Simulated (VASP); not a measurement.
## NaCl: relaxation of cell and atoms with PBE

NaCl:

```
Na Cl
1.0
     4.02673    0.00000    0.00000
    -2.01337    3.48725    0.00000
     0.00000    0.00000    6.57563
Na Cl
2 2
Direct
  0.00000 0.00000 0.00000
  0.00000 0.00000 0.50000
  0.33333 0.66667 0.25000
  0.66667 0.33333 0.75000
```

```yaml
Program: VASP 6.6.1
Task: relaxation of cell and atoms
Functional: PBE
Potentials_or_basis: VASP PAW PBE potentials, release 64 (Na_pv, Cl)
Cutoff: 500 eV
k_mesh: 9 × 9 × 6
Occupations: gaussian, width 0.02 eV
Spin: no spin polarisation
Dipole_correction: no
Further_INCAR_settings: ALGO = Normal; EDIFF = 1e-07; IBRION = 2; EDIFFG = -0.01; NSW = 65; ISIF = 3
```

* Relaxed volume: 23.14 Å³/atom
* Relaxed cell: a = 3.955 Å, b = 3.955 Å, c = 6.833 Å, α = 90.00°, β = 90.00°, γ = 120.00°
* Space group after relaxing (to 0.1 Å): P6_3/mmc (No. 194)
* Energy gained by relaxing: 6.1 meV/atom
* Ionic steps: 5
* Pressure after relaxing: 0.0 GPa
* Band gap on the k mesh: 4.90 eV

Step by step:
```
step  energy change (eV)  largest force (eV/Å)  pressure (GPa)  volume (Å³)
   1              0.0000                0.0000            0.09        92.34
   2             -0.0112                0.0000            0.03        92.51
   3             -0.0241                0.0000           -0.11        92.90
   4             -0.0241                0.0000           -0.11        92.89
   5             -0.0243                0.0000           -0.02        92.56
```

Final structure:
```
Na Cl
1.0
     3.95511    0.00000    0.00000
    -1.97756    3.42523    0.00000
     0.00000    0.00000    6.83252
Na Cl
2 2
Direct
  0.00000 0.00000 0.00000
  0.00000 0.00000 0.50000
  0.33333 0.66667 0.25000
  0.66667 0.33333 0.75000
```

Levels at points of the mesh, in eV from the valence-band top:
```tsv
k point	band 12	band 13	band 14	band 15	band 16	band 17
(0.00, 0.00, 0.00)	-0.20	0.00	0.00	4.90	7.27	9.92
(0.00, 0.00, 0.50)	-0.10	-0.10	-0.10	6.34	6.34	9.66
```

Wall time 2.3 min on 1 thread of Oxide Virtual Turin-like Processor, on a shared host, peak memory 0.19 GiB.

A k mesh can miss the band edges.
